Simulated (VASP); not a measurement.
Write the native input for VASP 6.6.1 that does the following.

| Property | Result |
| --- | --- |
| Task | single point |
| Functional | PBE |
| Potentials or basis | VASP PAW PBE potentials, release 64 (Cd) |
| Cutoff | 520 eV |
| k mesh | 21 × 21 × 10 |
| Occupations | gaussian, width 0.1 eV |
| Spin | no spin polarisation |
| Dipole correction | no |
| Further INCAR settings | ALGO = Fast; EDIFF = 1e-06; NBANDS = 19 |

The structure of Cd lies in POSCAR:

```
Cd
1.0
    2.8339580311      0.0000000000      0.0000000000
   -1.4169790155      2.4542796482      0.0000000000
    0.0000000000      0.0000000000      6.3459170126
Cd
2
Direct
    0.3333333333      0.6666666667      0.2500000000
    0.6666666667      0.3333333333      0.7500000000
```

This cell differs from its parent crystal: biaxial strain in the a-b plane: -6.0 %, then relaxed in part.

One way to write it, as run:

INCAR

```
SYSTEM = Cd
  PREC = Accurate
  ENCUT = 520
  EDIFF = 1E-6
  ISMEAR = 0
  SIGMA = 0.1
  LREAL = .FALSE.
  LASPH = .TRUE.
  NELM = 60
  ALGO = Fast
  ISIF = 2
  LWAVE = .FALSE.
  LCHARG = .TRUE.
  GGA = PE
  LELF = .TRUE.
  LVHAR = .TRUE.
  NBANDS = 19
```

KPOINTS

```
regular mesh
0
G
  21 21 10
  0 0 0
```

Potentials or basis: VASP PAW PBE potentials, release 64 (Cd).

Command:

```sh
$ cat potpaw_PBE.64/Cd/POTCAR > POTCAR
$ mpirun -np 1 vasp_std > vasp.out
```

Results of the run:

```json
{"Pressure": "7.0 GPa", "Band gap on the k mesh": "zero (bands 12 and 13 overlap by 5.23 eV)"}
```

Caveat: the cell differs from its parent crystal (biaxial strain in the a-b plane: -6.0 %, then relaxed in part); the cell stands under pressure.

Wall time 70 s on 1 thread of Intel(R) Xeon(R) 6975P-C (Granite Rapids), on a shared host, peak memory 0.31 GiB.
